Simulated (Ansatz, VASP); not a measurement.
MgZn4O in VASP and in Ansatz

```
Mg Zn O
1.0
     4.24408    0.00000    0.00000
    -2.12204    3.67548    0.00000
     0.00000    0.00000    6.39919
Mg Zn O
1 4 1
Direct
  0.00000 0.00000 0.50000
  0.33333 0.66667 0.35601
  0.66667 0.33333 0.64399
  0.00000 0.00000 0.22523
  0.00000 0.00000 0.77477
  0.00000 0.00000 0.00000
```

Alike in both runs: task relaxation of cell and atoms; functional PBE; k mesh 4 × 4 × 3; occupations gaussian, width 0.2 eV; no spin polarisation.

```csv
,VASP,Ansatz
version,VASP 6.6.1,Ansatz 0.2.0
potentials or method,"VASP PAW PBE potentials, release 64 (Mg, Zn, O), cutoff 600 eV","scalar-relativistic, plane waves, PAW"
valence electrons in the cell,56,64
```

Ansatz gave:

| Item | Value |
| --- | --- |
| gap on the k mesh at the Fermi level, each at its own relaxed structure (eV) | none |
| relaxed volume (Å³/atom) | 21.51 |
| relaxed cell length with the largest relative difference (Å) | 9.076 |

Task: Which values does VASP return?

Result: gap on the k mesh at the Fermi level, each at its own relaxed structure (eV): none; relaxed volume (Å³/atom): 21.08; relaxed cell length with the largest relative difference (Å): 9.010.

A gap of «none» marks a metal or a gap that the smearing closes. VASP's potentials hold 56 valence electrons a cell and Ansatz's 64, so a difference there can come from the potentials and not from the codes.

The k mesh is coarse, so the values compare programs but aren't converged. Noted on VASP's run: the volume moved by over 15 % at a fixed basis, so the end points are rough.
